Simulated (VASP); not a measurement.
Input of a VASP 6.6.1 run:

Contents of INCAR:

```
PREC = Accurate
ENCUT = 520
EDIFF = 1E-7
ISMEAR = -1
SIGMA = 0.05
LREAL = F
LASPH = T
NELM = 100
ALGO = Normal
ISIF = 2
LWAVE = F
LCHARG = F
GGA = B5
ALDAX = 1.0
AGGAX = 1.0
AGGAC = 1.0
ALDAC = 0.0
IVDW = 13
VDW_S6 = 1.0
VDW_S8 = 2.34076671
VDW_A1 = 0.44488865
VDW_A2 = 4.0933009
NBANDS = 18
```

Contents of KPOINTS:

```
regular mesh
0
Gamma
  7 7 7
```

Contents of POSCAR:

```
BiTe
1.0
    0.0000000000      3.2385139999      3.2385139999
    3.2385139999      0.0000000000      3.2385139999
    3.2385139999      3.2385139999      0.0000000000
Bi Te
1 1
Direct
    0.0000000000      0.0000000000      0.0000000000
    0.5000000000      0.5000000000      0.5000000000
```

Potentials or basis: VASP PAW PBE potentials, release 64 (Bi_d, Te).

Command:

```console
$ cat potpaw_PBE.64/Bi_d/POTCAR potpaw_PBE.64/Te/POTCAR > POTCAR
$ mpirun -np 1 vasp_std > vasp.out
```

Question: What does it give for the dispersion energy per atom?

Answer: -0.923 eV.

Question: What does it give for the pressure?

Answer: 0.1 GPa.

Caveat: the PAW data sets were made with another functional, which shifts forces and pressure a little; pairwise dispersion overbinds metals, which lowers pressure and volume.
